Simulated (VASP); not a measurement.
Input of a VASP 6.6.1 run:

File INCAR:

```
PREC = Accurate
ENCUT = 520
EDIFF = 1E-6
ISMEAR = 0
SIGMA = 0.1
LREAL = False
LASPH = True
NELM = 60
ALGO = Normal
ISIF = 2
LWAVE = False
LCHARG = False
GGA = PE
NBANDS = 24
```

Contents of KPOINTS:

```
Automatic mesh
0
Gamma
  6 6 6
```

POSCAR

```
Na2ReP2
1.0
   -1.6735735137      1.6735735137      6.9536783299
    1.6735735137     -1.6735735137      6.9536783299
    1.6735735137      1.6735735137     -6.9536783299
Na Re P
2 1 2
Direct
    0.2500000000      0.7500000000      0.5000000000
    0.7500000000      0.2500000000      0.5000000000
    0.0000000000      0.0000000000      0.0000000000
    0.5890990818      0.5890990818      0.0000000000
    0.4109009182      0.4109009182      0.0000000000
```

Potentials or basis: VASP PAW PBE potentials, release 64 (Na_pv, Re, P).

Launch:

```sh
$ cat potpaw_PBE.64/Na_pv/POTCAR potpaw_PBE.64/Re/POTCAR potpaw_PBE.64/P/POTCAR > POTCAR
$ mpirun -np 1 vasp_std > vasp.out
```

(1) Estimate the band gap on the k mesh.

(2) What does it give for the pressure?

## Answers

(1) zero (an odd number of electrons rules out a gap without spin polarisation).

(2) 0.0 GPa.

Caveat: spin-orbit coupling is left out, which moves the levels of the heavy elements.
